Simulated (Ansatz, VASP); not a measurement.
Two plane-wave programs on SrCl2

File INCAR:

```
SYSTEM = SrCl2
PREC = Accurate ; ENCUT = 520
EDIFF = 1E-6 ; ISMEAR = 0
SIGMA = 0.05 ; LREAL = .FALSE.
LASPH = .TRUE. ; NELM = 60
ALGO = Normal ; ISIF = 2
LWAVE = .FALSE. ; LCHARG = .FALSE.
NBANDS = 19
```

File KPOINTS:

```
regular mesh
0
G
  6 6 6
  0 0 0
```

File POSCAR:

```
SrCl2
1.0
   -0.1666393458      3.4042037775      3.4042037775
    3.4042037775     -0.1666393458      3.4042037775
    3.4042037775      3.4042037775     -0.1666393458
Sr Cl
1 2
Direct
    0.0000000000      0.0000000000      0.0000000000
    0.2500000000      0.2500000000      0.2500000000
    0.7500000000      0.7500000000      0.7500000000
```

Input for Ansatz:

```yaml
crystal:
  lattice:
    - [-0.1666393458, 3.4042037775, 3.4042037775]
    - [3.4042037775, -0.1666393458, 3.4042037775]
    - [3.4042037775, 3.4042037775, -0.1666393458]
  atoms:
    - { symbol: Sr, position: [0.0, 0.0, 0.0] }
    - { symbol: Cl, position: [0.25, 0.25, 0.25] }
    - { symbol: Cl, position: [0.75, 0.75, 0.75] }
basis:
  ecutwfc: 420
kpoints:
  mp_grid: { grid: [6, 6, 6] }
hamiltonian:
  xc: lda
scf:
  occupations: { method: gaussian, width: 0.05 }
output:
  forces: true
  stress: true
  eigenvalues: true
```

Alike in both runs: task single point; functional LDA; k mesh 6 × 6 × 6; occupations gaussian, width 0.05 eV; no spin polarisation.

```csv
,VASP,Ansatz
version,VASP 6.6.1,Ansatz 0.2.0
potentials or method,"VASP PAW LDA potentials, release 64 (Sr_sv, Cl), cutoff 520 eV","scalar-relativistic, plane waves, PAW"
valence electrons in the cell,24,24
```

Ansatz gave:

- gap on the k mesh at the Fermi level (eV): 4.89
- least direct gap on the mesh (eV): 5.18
- pressure (GPa): -2.5
- traceless stress, the component that is largest in VASP (GPa): 0.89
- rms of the force components (eV/Å): 0.107

Task: Which values does VASP return?

Result: gap on the k mesh at the Fermi level (eV): 4.90; least direct gap on the mesh (eV): 5.18; pressure (GPa): -2.3; traceless stress, the component that is largest in VASP (GPa): 0.92; rms of the force components (eV/Å): 0.113.

LDA's correlation is that of Perdew and Zunger in VASP and of Perdew and Wang (1992) in Ansatz. Atom by atom the forces differ by 0.005 eV/Å (rms over components).
